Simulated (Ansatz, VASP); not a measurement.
# AlN: VASP beside Ansatz

INCAR

```
SYSTEM = AlN
ALGO     = Normal         ! electronic algorithm
EDIFF    = 1E-7           ! SCF threshold, eV
ENCUT    = 520            ! plane-wave cutoff, eV
GGA      = PS             ! functional
ISIF     = 2              ! what is computed and relaxed
ISMEAR   = 0              ! smearing method
LASPH    = .TRUE.         ! aspherical terms in the spheres
LCHARG   = .FALSE.        ! write CHGCAR
LREAL    = .FALSE.        ! projectors in reciprocal space
LWAVE    = .FALSE.        ! write WAVECAR
NBANDS   = 16             ! bands
NELM     = 80             ! most SCF steps
PREC     = Accurate       ! precision mode
SIGMA    = 0.05           ! smearing width, eV
```

File KPOINTS:

```
k-points
0
G
  9 9 6
  0 0 0
```

POSCAR

```
AlN
1.0
    3.1110021516      0.0000000000      0.0000000000
   -1.5555010758      2.6942068945      0.0000000000
    0.0000000000      0.0000000000      5.0526700000
Al N
2 2
Direct
    0.3333333333      0.6666666667      0.0000000000
    0.6666666667      0.3333333333      0.5000000000
    0.3333333333      0.6666666667      0.3850000000
    0.6666666667      0.3333333333      0.8850000000
```

Input for Ansatz:

```yaml
crystal:
  lattice:
    - [3.1110021516, 0.0, 0.0]
    - [-1.5555010758, 2.6942068945, 0.0]
    - [0.0, 0.0, 5.05267]
  atoms:
    - { symbol: Al, position: [0.3333333333, 0.6666666667, 0.0] }
    - { symbol: Al, position: [0.6666666667, 0.3333333333, 0.5] }
    - { symbol: "N", position: [0.3333333333, 0.6666666667, 0.385] }
    - { symbol: "N", position: [0.6666666667, 0.3333333333, 0.885] }
basis:
  ecutwfc: 420
kpoints:
  mp_grid: { grid: [9, 9, 6] }
hamiltonian:
  xc: pbesol
scf:
  occupations: { method: gaussian, width: 0.05 }
output:
  forces: true
  stress: true
  eigenvalues: true
```

Change from the starting cell: strain +0.000 along x and y, +0.015 along z, atoms carried along.

Alike in both runs: task single point; functional PBEsol; k mesh 9 × 9 × 6; occupations gaussian, width 0.05 eV; no spin polarisation.

|  | VASP | Ansatz |
| --- | --- | --- |
| version | VASP 6.6.1 | Ansatz 0.2.0 |
| potentials or method | VASP PAW PBE potentials, release 64 (Al, N), cutoff 520 eV | scalar-relativistic, plane waves, PAW |
| valence electrons in the cell | 16 | 16 |

Ansatz gave:

```
gap on the k mesh at the Fermi level (eV)                     : 3.98
least direct gap on the mesh (eV)                             : 3.98
pressure (GPa)                                                : -2.1
traceless stress, the component that is largest in VASP (GPa) : -4.68
rms of the force components (eV/Å)                            : 0.184
```

Problem. Which values does VASP return?

Solution. gap on the k mesh at the Fermi level (eV): 3.99; least direct gap on the mesh (eV): 3.99; pressure (GPa): -2.1; traceless stress, the component that is largest in VASP (GPa): -4.74; rms of the force components (eV/Å): 0.187.

VASP's potentials were made for PBE, not for PBEsol. Atom by atom the forces differ by 0.002 eV/Å (rms over components).
